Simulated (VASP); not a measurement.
# SiC2 (P6/mmm) in VASP: a series of runs

The runs below take SiC2 through single point, relaxation of cell and atoms, with PBE.

Program: VASP 6.6.1. These are calculated values, not measurements. Logs are shortened: lines on timing, memory, paths and dates and some standing lists are left out, and cuts for length are marked.

## Step 1: The cell of the first run

It takes space group P6/mmm (No. 191, hexagonal). The conventional cell has a = 2.471 Å, b = 2.471 Å, c = 9.021 Å, α = 90.00°, β = 90.00°, γ = 120.00°. Within 3.3 Å of Si (site symmetry 6/mmm) lie 6 Si at 2.47 Å. C (site symmetry -6m2) has 3 C at 1.43 Å within 1.9 Å.

## Step 2: Single point, PBE

The input, INCAR:

```
SYSTEM = SiC2
ALGO = Normal
EDIFF = 1E-6
ENCUT = 520
GGA = PE
ISIF = 2
ISMEAR = 0
LASPH = .True.
LCHARG = .True.
LELF = .True.
LREAL = .False.
LVHAR = .True.
LWAVE = .False.
NBANDS = 13
NELM = 100
PREC = Accurate
SIGMA = 0.1
```

The input, KPOINTS:

```
k-points
0
Gamma
  24 24 6
  0 0 0
```

The input, POSCAR:

```
SiC2
1.0
    2.4707324609      0.0000000000      0.0000000000
   -1.2353662305      2.1397170771      0.0000000000
    0.0000000000      0.0000000000      9.0210317085
Si C
1 2
Direct
    0.0000000000      0.0000000000      0.0000000000
    0.3333333333      0.6666666667      0.5000000000
    0.6666666667      0.3333333333      0.5000000000
```

Potentials or basis: VASP PAW PBE potentials, release 64 (Si, C).

Command:

```bash
> cat potpaw_PBE.64/Si/POTCAR potpaw_PBE.64/C/POTCAR > POTCAR
> mpirun -np 1 vasp_std > vasp.out
```

OUTCAR:

```text
SYSTEM = SiC2
   EDIFF = 1E-6
   ENCUT = 520
   GGA = PE
   ISIF = 2
   ISMEAR = 0
   LASPH = .True.
   LREAL = .False.
   NELM = 100
   PREC = Accurate

 ion  position               nearest neighbor table
   1  0.000  0.000  0.000-
   2  0.333  0.667  0.500-   3 1.43   3 1.43   3 1.43
   3  0.667  0.333  0.500-   2 1.43   2 1.43   2 1.43

  LATTYP: Found a hexagonal cell.
 ALAT       =     2.4707324609
 C/A-ratio  =     3.6511568336

  Lattice vectors:

 A1 = (   2.4707324609,   0.0000000000,   0.0000000000)
 A2 = (  -1.2353662305,   2.1397170771,   0.0000000000)
 A3 = (   0.0000000000,   0.0000000000,   9.0210317085)

Analysis of symmetry for initial positions (statically):
=====================================================================
 Subroutine PRICEL returns:
 Original cell was already a primitive cell.

 Routine SETGRP: Setting up the symmetry group for a
 hexagonal supercell.

 Subroutine GETGRP returns: Found 24 space group operations
 (whereof 24 operations were pure point group operations)
 out of a pool of 24 trial point group operations.

The static configuration has the point symmetry D_6h.

Analysis of symmetry for dynamics (positions and initial velocities):
=====================================================================
 Subroutine PRICEL returns:
 Original cell was already a primitive cell.

 Routine SETGRP: Setting up the symmetry group for a
 hexagonal supercell.

 Subroutine GETGRP returns: Found 24 space group operations
 (whereof 24 operations were pure point group operations)
 out of a pool of 24 trial point group operations.

The dynamic configuration has the point symmetry D_6h.

 Subroutine INISYM returns: Found 24 space group operations
 (whereof 24 operations are pure point group operations),
 and found     1 'primitive' translations

----------------------------------------------------------------------------------------

                                     Primitive cell

  volume of cell :      47.6912

  direct lattice vectors                    reciprocal lattice vectors
     2.470732461  0.000000000  0.000000000     0.404738277  0.233675753  0.000000000
    -1.235366230  2.139717077  0.000000000     0.000000000  0.467351507  0.000000000
     0.000000000  0.000000000  9.021031709     0.000000000  0.000000000  0.110852066

  length of vectors
[... 93 lines left out ...]
   TEBEG  =    0.0;   TEEND  =   0.0 temperature during run
   PSTRESS=    0.0 pullay stress
   NELECT =      12.0000    total number of electrons
   NUPDOWN=      -1.0000    fix difference up-down
   EMIN   =  10.00;   EMAX   =-10.00  energy-range for DOS
   EFERMI =   0.00;   METHOD = LEGACY
   ISMEAR =     0;   SIGMA  =   0.10  broadening in eV -4-tet -1-fermi 0-gaus
   EFERMI_NEDOS =   21; number of points for ismear=-14 and -15
   IALGO  =     38    algorithm
   IMIX   =      4    mixing-type and parameters
     AMIX     =   0.40;   BMIX     =  1.00
     AMIX_MAG =   1.60;   BMIX_MAG =  1.00
  volume/ion in A,a.u.               =      15.90       107.28
  Fermi-wavevector in a.u.,A,eV,Ry     =   1.033529  1.953086 14.533489  1.068181
  Thomas-Fermi vector in A             =   2.167780
   LORBIT       =      0    0 simple, 1 ext, 2 COOP (PROOUT), +10 PAW based schemes
   GGA     = PE    functional components
   LHFCALC =     F    Hartree Fock is set to
   AEXX    =    0.0000 exact exchange contribution
   IVDW    =     0    specifies the selected vdW correction
   LEPSILON=     F    determine dielectric tensor
   LRPA    =     F    only Hartree local field effects (RPA)
 non-spin polarized calculation
 Gauss-broadening in eV      SIGMA  =   0.10
  energy-cutoff  :      520.00
  volume of cell :       47.69
 maximum number of plane-waves:      1311
   NGX =  9   NGY =  9   NGZ = 33

 number of electron      11.9999997 magnetization

 Free energy of the ion-electron system (eV)
  ---------------------------------------------------
  ext. energy  EPLUGINS =         0.00000000
  ---------------------------------------------------
  free energy    TOTEN  =       -22.91191455 eV

  energy without entropy =      -22.90918112  energy(sigma->0) =      -22.91054784

 E-fermi :   3.3186     XC(G=0):  -8.4246

 val. band max:        3.3167615535   @ k =   0.2500   0.1667   0.0000
 cond. band min:       3.3963167545   @ k =   0.3333   0.3333   0.0000
 fundamental gap:      0.0795552010
 Fermi energy:         3.3185870999

 k-point     1 :       0.0000    0.0000    0.0000
  band No.  band energies     occupation
      1     -16.0799      2.00000
      2      -9.4846      2.00000
      3      -4.1987      2.00000
      4      -0.6383      2.00000
      5       0.3446      2.00000
      6       0.3446      2.00000
      7       5.7315      0.00000
      8      10.2126      0.00000
      9      11.6626      0.00000
     10      11.6626      0.00000
     11      11.7186      0.00000
     12      14.7501      0.00000
     13      15.7573      0.00000
[... 354 lines left out ...]
  band No.  band energies     occupation
      1     -11.0021      2.00000
      2      -9.6035      2.00000
      3      -3.1398      2.00000
      4      -2.5093      2.00000
      5      -0.9266      2.00000
      6       1.0175      2.00000
      7       5.0712      0.00000
      8       5.9740      0.00000
      9       8.2214      0.00000
     10      10.6585      0.00000
     11      10.8980      0.00000
     12      12.8851      0.00000
     13      14.0275      0.00000

 [... further k-points ...]

------------------------ aborting loop because EDIFF is reached ----------------------------------------

  FORCE on cell =-STRESS in cart. coord.  units (eV):
  Direction    XX          YY          ZZ          XY          YZ          ZX
  --------------------------------------------------------------------------------------
  -------------------------------------------------------------------------------------
  Total        0.0628938      0.0628938      0.0036394     -0.0000000      0.0000000     -0.0000000
  in kB        2.1129044      2.1129044      0.1222656     -0.0000000      0.0000000     -0.0000000
  external PRESSURE =       1.4493581 kB  Pullay stress =       0.0000000 kB

 VOLUME and BASIS-vectors are now :
 -----------------------------------------------------------------------------
  energy-cutoff  :      520.00
  volume of cell :       47.69
      direct lattice vectors                 reciprocal lattice vectors
     2.470732461  0.000000000  0.000000000     0.404738277  0.233675753  0.000000000
    -1.235366230  2.139717077  0.000000000     0.000000000  0.467351507  0.000000000
     0.000000000  0.000000000  9.021031709     0.000000000  0.000000000  0.110852066

 POSITION                                       TOTAL-FORCE (eV/Angst)
 -----------------------------------------------------------------------------------
      0.00000      0.00000      0.00000         0.000000      0.000000      0.000000
     -0.00000      1.42648      4.51052        -0.000000      0.000000      0.000000
      1.23537      0.71324      4.51052         0.000000     -0.000000      0.000000
 -----------------------------------------------------------------------------------
    total drift:                                0.000000     -0.000000     -0.000000

  FREE ENERGIE OF THE ION-ELECTRON SYSTEM (eV)
  ---------------------------------------------------
  free  energy   TOTEN  =       -22.9119145546 eV

  energy  without entropy=      -22.9091811236  energy(sigma->0) =      -22.91054784
```

It took 98 s on 1 thread of Intel Xeon Platinum 8259CL at 2.50GHz (Skylake/Cascade Lake), shared host; peak memory 0.25 GiB.

Results:

```yaml
Free_energy: -22.9119 eV
Pressure: 0.1 GPa
Band_gap_on_the_k_mesh: zero (band 6 reaches 3.95 eV, above the bottom of band 7 at 2.72 eV)
```

## Step 3: Relaxation of cell and atoms, PBE

The input, INCAR:

```
  PREC = Accurate
  ENCUT = 600
  EDIFF = 1E-6
  ISMEAR = 0
  SIGMA = 0.1
  LREAL = F
  LASPH = T
  NELM = 100
  ALGO = Normal
  ISIF = 3
  LWAVE = F
  LCHARG = F
  GGA = PE
  IBRION = 2
  NSW = 100
  EDIFFG = -0.01
```

The input, KPOINTS:

```
regular mesh
0
Gamma
  24 24 6
```

POSCAR is that of step 2.

Potentials or basis: VASP PAW PBE potentials, release 64 (Si, C).

Command:

```bash
> cat potpaw_PBE.64/Si/POTCAR potpaw_PBE.64/C/POTCAR > POTCAR
> mpirun -np 1 vasp_std > vasp.out
```

OUTCAR:

```text
PREC = Accurate
   ENCUT = 600
   EDIFF = 1E-6
   ISMEAR = 0
   LREAL = F
   LASPH = T
   NELM = 100
   ISIF = 3
   GGA = PE
   IBRION = 2
   NSW = 100
   EDIFFG = -0.01

 ion  position               nearest neighbor table
   1  0.000  0.000  0.000-
   2  0.333  0.667  0.500-   3 1.43   3 1.43   3 1.43
   3  0.667  0.333  0.500-   2 1.43   2 1.43   2 1.43

  LATTYP: Found a hexagonal cell.
 ALAT       =     2.4707324609
[... 508 lines left out ...]

  FORCE on cell =-STRESS in cart. coord.  units (eV):
  Direction    XX          YY          ZZ          XY          YZ          ZX
  --------------------------------------------------------------------------------------
  -------------------------------------------------------------------------------------
  Total        0.0055539      0.0055539     -0.0229383     -0.0000000     -0.0000000      0.0000000
  in kB        0.1865823      0.1865823     -0.7706086     -0.0000000     -0.0000000      0.0000000
  external PRESSURE =      -0.1324813 kB  Pullay stress =       0.0000000 kB

 VOLUME and BASIS-vectors are now :
 -----------------------------------------------------------------------------
  energy-cutoff  :      600.00
  volume of cell :       47.69
      direct lattice vectors                 reciprocal lattice vectors
     2.470732461  0.000000000  0.000000000     0.404738277  0.233675753  0.000000000
    -1.235366230  2.139717077  0.000000000     0.000000000  0.467351507  0.000000000
     0.000000000  0.000000000  9.021031709     0.000000000  0.000000000  0.110852066

 POSITION                                       TOTAL-FORCE (eV/Angst)
 -----------------------------------------------------------------------------------
      0.00000      0.00000      0.00000        -0.000000      0.000000      0.000000
     -0.00000      1.42648      4.51052         0.000000     -0.000000     -0.000000
      1.23537      0.71324      4.51052        -0.000000      0.000000      0.000000
 -----------------------------------------------------------------------------------
    total drift:                               -0.000000      0.000000      0.000000

  FREE ENERGIE OF THE ION-ELECTRON SYSTEM (eV)
  ---------------------------------------------------
  free  energy   TOTEN  =       -22.9167243651 eV

  energy  without entropy=      -22.9139834650  energy(sigma->0) =      -22.91535392

 reached required accuracy - stopping structural energy minimisation
```

CONTCAR:

```text
SiC2
   1.00000000000000
     2.4707324608999999    0.0000000000000000    0.0000000000000000
    -1.2353662304999999    2.1397170770999998    0.0000000000000000
     0.0000000000000000    0.0000000000000000    9.0210317085000007
  Si              C
     1     2
Direct
     0.0000000000000000    0.0000000000000000    0.0000000000000000
     0.3333333332999970    0.6666666667000030    0.5000000000000000
     0.6666666667000030    0.3333333332999970    0.5000000000000000

  0.00000000E+00  0.00000000E+00  0.00000000E+00
  0.00000000E+00  0.00000000E+00  0.00000000E+00
  0.00000000E+00  0.00000000E+00  0.00000000E+00
```

Wall time 89 s (1 thread of Intel Xeon Platinum 8259CL at 2.50GHz (Skylake/Cascade Lake), shared host); peak memory 0.28 GiB.

What came out:

```yaml
Free_energy: -22.9167 eV
Pressure_after_relaxing: 0.0 GPa
Band_gap_on_the_k_mesh: zero (band 6 reaches 3.95 eV, above the bottom of band 7 at 2.72 eV)
```

Final structure:
```
Si C
1.0
     2.47073    0.00000    0.00000
    -1.23537    2.13972    0.00000
     0.00000    0.00000    9.02103
Si C
1 2
Direct
  0.00000 0.00000 0.00000
  0.33333 0.66667 0.50000
  0.66667 0.33333 0.50000
```

Levels at points of the mesh, in eV from the Fermi level:
```tsv
k point	band 2	band 3	band 4	band 5	band 6	band 7	band 8	band 9	band 10
(0.00, 0.00, 0.00)	-12.80	-7.52	-3.96	-2.98	-2.98	2.41	6.89	8.34	8.34
(0.50, 0.00, 0.00)	-13.13	-6.33	-5.57	-4.60	-2.27	1.69	2.79	4.66	7.39
(0.00, 0.00, 0.50)	-12.80	-7.50	-4.03	-2.98	-2.98	3.23	4.76	8.34	8.34
(0.50, 0.00, 0.50)	-13.13	-6.33	-5.57	-4.60	-2.27	1.75	2.69	4.61	7.39
```

Caveat: the relaxation stopped at its first step, so nothing moved.

## Step 4: Single point, PBE

The input, INCAR:

```
SYSTEM = SiC2
PREC     = Accurate       ! precision mode
ENCUT    = 520            ! plane-wave cutoff, eV
EDIFF    = 1E-6           ! SCF threshold, eV
ISMEAR   = 0              ! smearing method
SIGMA    = 0.1            ! smearing width, eV
LREAL    = .False.        ! projectors in reciprocal space
LASPH    = .True.         ! aspherical terms in the spheres
NELM     = 100            ! most SCF steps
ALGO     = Normal         ! electronic algorithm
ISIF     = 2              ! what is computed and relaxed
LWAVE    = .False.        ! write WAVECAR
LCHARG   = .True.         ! write CHGCAR
GGA      = PE             ! functional
LELF     = .True.         ! ELF
LVHAR    = .True.       
NBANDS   = 13             ! bands
```

The input, KPOINTS:

```
Automatic mesh
0
Gamma
  24 24 6
  0 0 0
```

POSCAR is that of step 3.

Command:

```bash
> cat potpaw_PBE.64/Si/POTCAR potpaw_PBE.64/C/POTCAR > POTCAR
> mpirun -np 1 vasp_std > vasp.out
```

It took 99 s on 1 thread of Intel Xeon Platinum 8259CL at 2.50GHz (Skylake/Cascade Lake), shared host; peak memory 0.25 GiB.

It converged, with:

- Free energy: -22.9119 eV
- Pressure: 0.1 GPa
- Band gap on the k mesh: zero (band 6 reaches 3.95 eV, above the bottom of band 7 at 2.72 eV)

Stress tensor (GPa, compression positive):
```
0.21 0.00 0.00
0.00 0.21 0.00
0.00 0.00 0.01
```

Levels at points of the mesh, in eV from the Fermi level:
```tsv
k point	band 4	band 5	band 6	band 7	band 8	band 9
(0.00, 0.00, 0.00)	-3.96	-2.97	-2.97	2.41	6.89	8.34
(0.50, 0.00, 0.00)	-5.57	-4.60	-2.27	1.69	2.79	4.66
(0.00, 0.00, 0.50)	-4.03	-2.97	-2.97	3.23	4.76	8.34
(0.50, 0.00, 0.50)	-5.57	-4.60	-2.27	1.75	2.69	4.61
```
